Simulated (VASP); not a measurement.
A run of VASP 6.6.1:

INCAR

```
SYSTEM = ZrN
PREC = Accurate
ENCUT = 600
EDIFF = 1E-6
ISMEAR = 0
SIGMA = 0.1
LREAL = .False.
LASPH = .True.
NELM = 120
ALGO = Normal
ISIF = 2
LWAVE = .False.
LCHARG = .False.
GGA = PS
NBANDS = 16
GGA_COMPAT = .False.
```

KPOINTS

```
regular mesh
0
Gamma
  10 10 10
  0 0 0
```

POSCAR

```
ZrN
1.0
    0.0000000000      2.3000000000      2.3000000000
    2.3000000000      0.0000000000      2.3000000000
    2.3000000000      2.3000000000      0.0000000000
Zr N
1 1
Direct
    0.5000000000      0.5000000000      0.5000000000
    0.0000000000      0.0000000000      0.0000000000
```

Potentials or basis: VASP PAW PBE potentials, release 64 (Zr_sv, N).

Run with:

```bash
$ cat potpaw_PBE.64/Zr_sv/POTCAR potpaw_PBE.64/N/POTCAR > POTCAR
$ mpirun -np 1 vasp_std > vasp.out
```

Hardware: 1 thread of AMD EPYC 9R45 96-Core Processor (Zen 5) (shared host).

Q: Estimate the wall time of this run.

A: Wall time 15 s on 1 thread of AMD EPYC 9R45 96-Core Processor (Zen 5), on a shared host, peak memory 0.14 GiB. Counts: scf iterations 13, k points 47.
